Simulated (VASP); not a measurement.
A run of VASP 6.6.1 is set up as follows.

File INCAR:

```
ALGO = Normal
DIPOL = 0.5 0.5 0.491
EDIFF = 1E-7
EDIFFG = -0.03
ENCUT = 520
GGA = PS
IBRION = 2
IDIPOL = 3
ISIF = 2
ISMEAR = 0
LASPH = T
LCHARG = F
LDIPOL = T
LREAL = F
LWAVE = F
NELM = 80
NSW = 90
PREC = Accurate
SIGMA = 0.1
```

The input KPOINTS:

```
k-points
0
Gamma
  12 12 1
```

File POSCAR:

```
HPt4
1.0
    2.7704872837      0.0000000000      0.0000000000
   -1.3852436419      2.3993123686      0.0000000000
    0.0000000000      0.0000000000     25.7862801841
Pt H
4 1
Selective dynamics
Direct
    0.6666666667      0.3333333333      0.3296326550  F F F
    0.3333333333      0.6666666667      0.4173573434  F F F
    0.0000000000      0.0000000000      0.5040837654  T T T
    0.6666666667      0.3333333333      0.5920075958  T T T
    0.0000000000      0.0000000000      0.6106221457  T T T
```

Potentials or basis: VASP PAW PBE potentials, release 64 (Pt, H).

Launch:

```sh
$ cat potpaw_PBE.64/Pt/POTCAR potpaw_PBE.64/H/POTCAR > POTCAR
$ mpirun -np 1 vasp_std > vasp.out
```

Problem. Predict the energy gained by relaxing.

Solution. 103.5 meV/atom.

Final structure:
```
Pt H
1.0
     2.77049    0.00000    0.00000
    -1.38524    2.39931    0.00000
     0.00000    0.00000   25.78628
Pt H
4 1
Direct
  0.66667 0.33333 0.32963
  0.33333 0.66667 0.41736
  0.00000 0.00000 0.50506
  0.66667 0.33333 0.59615
  0.00000 0.00000 0.63211
```

Caveat: the highest band is partly filled, so the run has too few bands.
